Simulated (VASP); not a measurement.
# Sb (I4/mmm) in VASP: notebook

The runs below take Sb through electric field gradients, with PBEsol.

Everything below comes from runs of VASP 6.6.1. Logs are shortened: lines on timing, memory, paths and dates and some standing lists are left out, and cuts for length are marked.

### 1 The cell of the first run

The structure is tetragonal, space group I4/mmm (No. 139). The conventional cell has a = 3.260 Å, b = 3.260 Å, c = 4.656 Å, α = 90.00°, β = 90.00°, γ = 90.00°. Within 4.3 Å of Sb (site symmetry 4/mmm) lie 12 Sb at 3.26 to 3.28 Å.

### 2 Electric field gradients, PBEsol (zz strain of +1 %)

INCAR

```
ALGO     = Normal         # electronic algorithm
EDIFF    = 1E-8           # SCF threshold, eV
ENCUT    = 520            # plane-wave cutoff, eV
GGA      = PS             # functional
ISIF     = 2              # what is computed and relaxed
ISMEAR   = -1             # smearing method
LASPH    = T              # aspherical terms in the spheres
LCHARG   = F              # write CHGCAR
LEFG     = T            
LREAL    = F              # projectors in reciprocal space
LWAVE    = F              # write WAVECAR
NBANDS   = 8              # bands
NELM     = 60             # most SCF steps
PREC     = Accurate       # precision mode
SIGMA    = 0.05           # smearing width, eV
```

KPOINTS

```
k-points
0
Gamma
  12 12 12
```

POSCAR

```
Sb
1.0
    0.0000000000      2.3050000000      2.3280500000
    2.3050000000      0.0000000000      2.3280500000
    2.3050000000      2.3050000000      0.0000000000
Sb
1
Direct
    0.0000000000      0.0000000000      0.0000000000
```

Potentials or basis: VASP PAW PBE potentials, release 64 (Sb).

Command:

```
$ cat potpaw_PBE.64/Sb/POTCAR > POTCAR
$ mpirun -np 1 vasp_std > vasp.out
```

OUTCAR:

```text
EDIFF = 1E-8
   ENCUT = 520
   GGA = PS
   ISIF = 2
   ISMEAR = -1
   LASPH = T
   LREAL = F
   NELM = 60
   PREC = Accurate

 ion  position               nearest neighbor table
   1  0.000  0.000  0.000-

  LATTYP: Found a body centered tetragonal cell.
 ALAT       =     3.2597622613
 C/A-ratio  =     1.4283556980

  Lattice vectors:

 A1 = (  -2.3050000000,   0.0000000000,   2.3280500000)
 A2 = (   2.3050000000,   0.0000000000,   2.3280500000)
 A3 = (   0.0000000000,   2.3050000000,  -2.3280500000)

Analysis of symmetry for initial positions (statically):
=====================================================================
 Subroutine PRICEL returns:
 Original cell was already a primitive cell.

 Routine SETGRP: Setting up the symmetry group for a
 body centered tetragonal supercell.

 Subroutine GETGRP returns: Found 16 space group operations
 (whereof 16 operations were pure point group operations)
 out of a pool of 16 trial point group operations.

The static configuration has the point symmetry D_4h.

Analysis of symmetry for dynamics (positions and initial velocities):
=====================================================================
 Subroutine PRICEL returns:
 Original cell was already a primitive cell.

 Routine SETGRP: Setting up the symmetry group for a
 body centered tetragonal supercell.

 Subroutine GETGRP returns: Found 16 space group operations
 (whereof 16 operations were pure point group operations)
 out of a pool of 16 trial point group operations.

The dynamic configuration has the point symmetry D_4h.

 Subroutine INISYM returns: Found 16 space group operations
 (whereof 16 operations are pure point group operations),
 and found     1 'primitive' translations

----------------------------------------------------------------------------------------

                                     Primitive cell

  volume of cell :      24.7380

  direct lattice vectors                    reciprocal lattice vectors
     0.000000000  2.305000000  2.328050000    -0.216919740  0.216919740  0.214772020
     2.305000000  0.000000000  2.328050000     0.216919740 -0.216919740  0.214772020
     2.305000000  2.305000000  0.000000000     0.216919740  0.216919740 -0.214772020

  length of vectors
     3.276101617  3.276101617  3.259762261     0.374480129  0.374480129  0.374480129

  position of ions in fractional coordinates (direct lattice)
     0.000000000  0.000000000  0.000000000

  ion indices of the primitive-cell ions
   primitive index   ion index
                 1           1

----------------------------------------------------------------------------------------

 KPOINTS: k-points

Automatic generation of k-mesh.
 Grid dimensions read from file:
 generate k-points for:   12   12   12

 Generating k-lattice:

  Cartesian coordinates                     Fractional coordinates (reciprocal lattice)
    -0.018076645  0.018076645  0.017897668     0.083333333 -0.000000000  0.000000000
     0.018076645 -0.018076645  0.017897668    -0.000000000  0.083333333  0.000000000
     0.018076645  0.018076645 -0.017897668     0.000000000  0.000000000  0.083333333

  Length of vectors
     0.031206677  0.031206677  0.031206677

  Shift w.r.t. Gamma in fractional coordinates (k-lattice)
     0.000000000  0.000000000  0.000000000

 Subroutine IBZKPT returns following result:
 ===========================================

 Found    163 irreducible k-points:

 Following reciprocal coordinates:
            Coordinates               Weight
  0.000000  0.000000  0.000000      1.000000
  0.083333  0.000000  0.000000      8.000000
  0.166667 -0.000000  0.000000      8.000000
  0.250000  0.000000  0.000000      8.000000
  0.333333  0.000000  0.000000      8.000000
  0.416667  0.000000  0.000000      8.000000
[... 16 lines left out ...]
  0.500000  0.166667  0.000000      8.000000
 -0.416667  0.166667  0.000000      8.000000
 [... further k-points ...]
   k-points           NKPTS =    163   k-points in BZ     NKDIM =    163   number of bands    NBANDS=      8
   number of dos      NEDOS =    301   number of ions     NIONS =      1
   total plane-waves  NPLWV =  13824
   dimension x,y,z NGX =    24 NGY =   24 NGZ =   24
   dimension x,y,z NGXF=    48 NGYF=   48 NGZF=   48
   ions per type =               1
   NGX,Y,Z   is equivalent  to a cutoff of  12.18, 12.18, 12.24 a.u.
   NGXF,Y,Z  is equivalent  to a cutoff of  24.36, 24.36, 24.48 a.u.
 SYSTEM =  unknown system
   PREC   = accura    normal or accurate (medium, high low for compatibility)
   ISTART =      0    job   : 0-new  1-cont  2-samecut
   ICHARG =      2    charge: 1-file 2-atom 10-const
   ISPIN  =      1    spin polarized calculation?
   LNONCOLLINEAR =      F non collinear calculations
   LSORBIT =      F    spin-orbit coupling
   LASPH  =      T    aspherical Exc in radial PAW
   ENCUT  =  520.0 eV  38.22 Ry    6.18 a.u.   6.09  6.09  6.06*2*pi/ulx,y,z
   NELM   =     60;   NELMIN=  2; NELMDL= -5     # of ELM steps
   EDIFF  = 0.1E-07   stopping-criterion for ELM
   LREAL  =      F    real-space projection
   EDIFFG = 0.1E-06   stopping-criterion for IOM
   NSW    =      0    number of steps for IOM
   IBRION =     -1    ionic relax: 0-MD 1-quasi-New 2-CG
   NFREE  =      0    steps in history (QN), initial steepest desc. (CG)
   ISIF   =      2    stress and relaxation
   ISYM   =      2    0-nonsym 1-usesym 2-fastsym
   POTIM  = 0.5000    time-step for ionic-motion
   TEBEG  =    0.0;   TEEND  =   0.0 temperature during run
   PSTRESS=    0.0 pullay stress
   NELECT =       5.0000    total number of electrons
   NUPDOWN=      -1.0000    fix difference up-down
   EMIN   =  10.00;   EMAX   =-10.00  energy-range for DOS
   EFERMI =   0.00;   METHOD = LEGACY
   ISMEAR =    -1;   SIGMA  =   0.05  broadening in eV -4-tet -1-fermi 0-gaus
   EFERMI_NEDOS =   21; number of points for ismear=-14 and -15
   IALGO  =     38    algorithm
   IMIX   =      4    mixing-type and parameters
     AMIX     =   0.40;   BMIX     =  1.00
     AMIX_MAG =   1.60;   BMIX_MAG =  1.00
  volume/ion in A,a.u.               =      24.74       166.94
  Fermi-wavevector in a.u.,A,eV,Ry     =   0.960749  1.815553 12.558713  0.923039
  Thomas-Fermi vector in A             =   2.090061
   LORBIT       =      0    0 simple, 1 ext, 2 COOP (PROOUT), +10 PAW based schemes
   GGA     = PS    functional components
   LHFCALC =     F    Hartree Fock is set to
   AEXX    =    0.0000 exact exchange contribution
   IVDW    =     0    specifies the selected vdW correction
   LEPSILON=     F    determine dielectric tensor
   LRPA    =     F    only Hartree local field effects (RPA)
 non-spin polarized calculation
  energy-cutoff  :      520.00
  volume of cell :       24.74
 maximum number of plane-waves:       684
   NGX = 13   NGY = 13   NGZ = 13

 number of electron       4.9999999 magnetization

 Free energy of the ion-electron system (eV)
  ---------------------------------------------------
  ext. energy  EPLUGINS =         0.00000000
  ---------------------------------------------------
  free energy    TOTEN  =        -4.27774370 eV

  energy without entropy =       -4.27104624  energy(sigma->0) =       -4.27439497

 E-fermi :   9.5794     XC(G=0): -10.7041

 val. band max:        9.5626303116   @ k =   0.5000   0.2500   0.0833
 cond. band min:       9.5851253058   @ k =  -0.2500   0.2500   0.1667
 fundamental gap:      0.0224949942
 Fermi energy:         9.5794060938

 k-point     1 :       0.0000    0.0000    0.0000
  band No.  band energies     occupation
      1      -4.1110      2.00000
      2      15.4817      0.00000
      3      15.4817      0.00000
      4      15.4897      0.00000
      5      19.7633      0.00000
      6      19.7649      0.00000
      7      19.8256      0.00000
      8      19.8256      0.00000

 k-point     2 :       0.0833    0.0000    0.0000
  band No.  band energies     occupation
      1      -3.9620      2.00000
      2      14.0606      0.00000
      3      15.2628      0.00000
      4      15.2780      0.00000
      5      18.7449      0.00000
      6      20.1264      0.00000
      7      20.1616      0.00000
      8      21.7694      0.00000
[... 221 lines left out ...]
 k-point    23 :       0.5000    0.1667    0.0000
  band No.  band energies     occupation
      1       0.2207      2.00000
      2       4.1860      2.00000
      3      10.4868      0.00000
      4      12.2912      0.00000
      5      16.1048      0.00000
      6      21.0824      0.00000
      7      21.1110      0.00000
      8      23.4102      0.00000

 k-point    24 :      -0.4167    0.1667    0.0000
  band No.  band energies     occupation
      1       0.5054      2.00000
      2       3.8042      2.00000
      3       9.9989      0.00045
      4      12.7423      0.00000
      5      16.4623      0.00000
      6      20.6167      0.00000
      7      20.8806      0.00000
      8      23.7709      0.00000

 [... further k-points ...]

------------------------ aborting loop because EDIFF is reached ----------------------------------------

  FORCE on cell =-STRESS in cart. coord.  units (eV):
  Direction    XX          YY          ZZ          XY          YZ          ZX
  --------------------------------------------------------------------------------------
  -------------------------------------------------------------------------------------
  Total        0.6651692      0.6651692      0.6938359      0.0000000      0.0000000     -0.0000000
  in kB       43.0802854     43.0802854     44.9369082      0.0000000      0.0000000     -0.0000000
  external PRESSURE =      43.6991597 kB  Pullay stress =       0.0000000 kB

 VOLUME and BASIS-vectors are now :
 -----------------------------------------------------------------------------
  energy-cutoff  :      520.00
  volume of cell :       24.74
      direct lattice vectors                 reciprocal lattice vectors
     0.000000000  2.305000000  2.328050000    -0.216919740  0.216919740  0.214772020
     2.305000000  0.000000000  2.328050000     0.216919740 -0.216919740  0.214772020
     2.305000000  2.305000000  0.000000000     0.216919740  0.216919740 -0.214772020

 POSITION                                       TOTAL-FORCE (eV/Angst)
 -----------------------------------------------------------------------------------
      0.00000      0.00000      0.00000        -0.000000     -0.000000      0.000000
 -----------------------------------------------------------------------------------
    total drift:                                0.000000      0.000000      0.000000

  FREE ENERGIE OF THE ION-ELECTRON SYSTEM (eV)
  ---------------------------------------------------
  free  energy   TOTEN  =        -4.2777436952 eV

  energy  without entropy=       -4.2710462358  energy(sigma->0) =       -4.27439497

 Electric field gradients (V/A^2)
---------------------------------------------------------------------
 ion       V_xx      V_yy      V_zz      V_xy      V_xz      V_yz
---------------------------------------------------------------------
   1      -1.356    -1.356     2.711     0.000    -0.000    -0.000
---------------------------------------------------------------------

 Electric field gradients after diagonalization (V/A^2)
 (convention: |V_zz| > |V_xx| > |V_yy|)
----------------------------------------------------------------------
 ion       V_xx      V_yy      V_zz     asymmetry (V_yy - V_xx)/ V_zz
----------------------------------------------------------------------
   1      -1.356    -1.356     2.711       0.000
----------------------------------------------------------------------

           NMR quadrupolar parameters

 Cq : quadrupolar parameter    Cq=e*Q*V_zz/h
 eta: asymmetry parameters     (V_yy - V_xx)/ V_zz
 Q  : nuclear electric quadrupole moment in mb (millibarn)
----------------------------------------------------------------------
 ion       Cq(MHz)       eta       Q (mb)
----------------------------------------------------------------------
   1       0.007       0.000       1.000
----------------------------------------------------------------------
```

It took 40 s on 1 thread of AMD EPYC 7R43 (Zen 3), shared host; peak memory 0.13 GiB.

What came out:

```
Free energy : -4.2777 eV
Pressure    : 4.4 GPa
```

Electric field gradients, principal values (V/Å²):
```tsv
atom	least	middle	greatest (by size)
1 Sb	-1.356	-1.356	2.711
```

Caveat: the cell differs from its parent crystal (zz strain of +1 %); without QUAD_EFG the Cq values of the log hold for a quadrupole moment of 1 mb, not for the nuclei; the PAW data sets were made with another functional, which shifts forces and pressure a little; spin-orbit coupling is left out, which moves the levels of the heavy elements.

### 3 Electric field gradients, PBEsol (zz strain of +3 %)

INCAR

```
SYSTEM = Sb
PREC     = Accurate       ! precision mode
ENCUT    = 520            ! plane-wave cutoff, eV
EDIFF    = 1E-8           ! SCF threshold, eV
ISMEAR   = -1             ! smearing method
SIGMA    = 0.05           ! smearing width, eV
LREAL    = .False.        ! projectors in reciprocal space
LASPH    = .True.         ! aspherical terms in the spheres
NELM     = 100            ! most SCF steps
ALGO     = Normal         ! electronic algorithm
ISIF     = 2              ! what is computed and relaxed
LWAVE    = .False.        ! write WAVECAR
LCHARG   = .False.        ! write CHGCAR
GGA      = PS             ! functional
LEFG     = .True.       
NBANDS   = 8              ! bands
```

KPOINTS

```
regular mesh
0
Gamma
  12 12 12
  0 0 0
```

POSCAR

```
Sb
1.0
    0.0000000000      2.3050000000      2.3741500000
    2.3050000000      0.0000000000      2.3741500000
    2.3050000000      2.3050000000      0.0000000000
Sb
1
Direct
    0.0000000000      0.0000000000      0.0000000000
```

Potentials or basis: VASP PAW PBE potentials, release 64 (Sb).

Command:

```
$ cat potpaw_PBE.64/Sb/POTCAR > POTCAR
$ mpirun -np 1 vasp_std > vasp.out
```

OUTCAR:

```text
SYSTEM = Sb
   PREC = Accurate
   ENCUT = 520
   EDIFF = 1E-8
   ISMEAR = -1
   LREAL = .False.
   LASPH = .True.
   NELM = 100
   ISIF = 2
   GGA = PS

 ion  position               nearest neighbor table
   1  0.000  0.000  0.000-

  LATTYP: Found a body centered tetragonal cell.
 ALAT       =     3.2597622613
 C/A-ratio  =     1.4566399692

  Lattice vectors:

 A1 = (  -2.3050000000,   0.0000000000,   2.3741500000)
 A2 = (   2.3050000000,   0.0000000000,   2.3741500000)
 A3 = (   0.0000000000,   2.3050000000,  -2.3741500000)

Analysis of symmetry for initial positions (statically):
=====================================================================
 Subroutine PRICEL returns:
 Original cell was already a primitive cell.

 Routine SETGRP: Setting up the symmetry group for a
 body centered tetragonal supercell.

 Subroutine GETGRP returns: Found 16 space group operations
 (whereof 16 operations were pure point group operations)
 out of a pool of 16 trial point group operations.
[... 445 lines left out ...]
 -----------------------------------------------------------------------------
  energy-cutoff  :      520.00
  volume of cell :       25.23
      direct lattice vectors                 reciprocal lattice vectors
     0.000000000  2.305000000  2.374150000    -0.216919740  0.216919740  0.210601689
     2.305000000  0.000000000  2.374150000     0.216919740 -0.216919740  0.210601689
     2.305000000  2.305000000  0.000000000     0.216919740  0.216919740 -0.210601689

 POSITION                                       TOTAL-FORCE (eV/Angst)
 -----------------------------------------------------------------------------------
      0.00000      0.00000      0.00000         0.000000     -0.000000      0.000000
 -----------------------------------------------------------------------------------
    total drift:                                0.000000      0.000000     -0.000000

  FREE ENERGIE OF THE ION-ELECTRON SYSTEM (eV)
  ---------------------------------------------------
  free  energy   TOTEN  =        -4.2901392242 eV

  energy  without entropy=       -4.2841029922  energy(sigma->0) =       -4.28712111

 Electric field gradients (V/A^2)
---------------------------------------------------------------------
 ion       V_xx      V_yy      V_zz      V_xy      V_xz      V_yz
---------------------------------------------------------------------
   1      -2.443    -2.443     4.886    -0.000     0.000     0.000
---------------------------------------------------------------------

 Electric field gradients after diagonalization (V/A^2)
 (convention: |V_zz| > |V_xx| > |V_yy|)
----------------------------------------------------------------------
 ion       V_xx      V_yy      V_zz     asymmetry (V_yy - V_xx)/ V_zz
----------------------------------------------------------------------
   1      -2.443    -2.443     4.886       0.000
----------------------------------------------------------------------

           NMR quadrupolar parameters

 Cq : quadrupolar parameter    Cq=e*Q*V_zz/h
 eta: asymmetry parameters     (V_yy - V_xx)/ V_zz
 Q  : nuclear electric quadrupole moment in mb (millibarn)
----------------------------------------------------------------------
 ion       Cq(MHz)       eta       Q (mb)
----------------------------------------------------------------------
   1       0.012       0.000       1.000
----------------------------------------------------------------------
```

Run time: 49 s. Hardware: 1 thread of AMD EPYC 7R43 (Zen 3), shared host; peak memory 0.13 GiB.

Results:

| Item | Value |
| --- | --- |
| Free energy | -4.2901 eV |
| Pressure | 2.8 GPa |

Levels at points of the mesh, in eV from the Fermi level:
| k point | band 1 | band 2 | band 3 | band 4 | band 5 |
| --- | --- | --- | --- | --- | --- |
| (0.00, 0.00, 0.00) | -13.51 | 5.76 | 5.76 | 5.77 | 10.05 |
| (0.50, 0.00, 0.00) | -9.38 | -6.30 | 3.64 | 4.17 | 8.40 |
| (0.50, 0.50, 0.00) | -7.85 | -5.49 | 0.61 | 0.61 | 4.44 |
| (0.50, 0.00, 0.50) | -7.42 | -5.25 | 0.10 | 0.33 | 4.01 |

Electric field gradients, principal values (V/Å²):
```csv
atom,least,middle,greatest (by size)
1 Sb,-2.443,-2.443,4.886
```

Caveat: the cell differs from its parent crystal (zz strain of +3 %); without QUAD_EFG the Cq values of the log hold for a quadrupole moment of 1 mb, not for the nuclei; the PAW data sets were made with another functional, which shifts forces and pressure a little; spin-orbit coupling is left out, which moves the levels of the heavy elements.

[end of part 1 of 2]
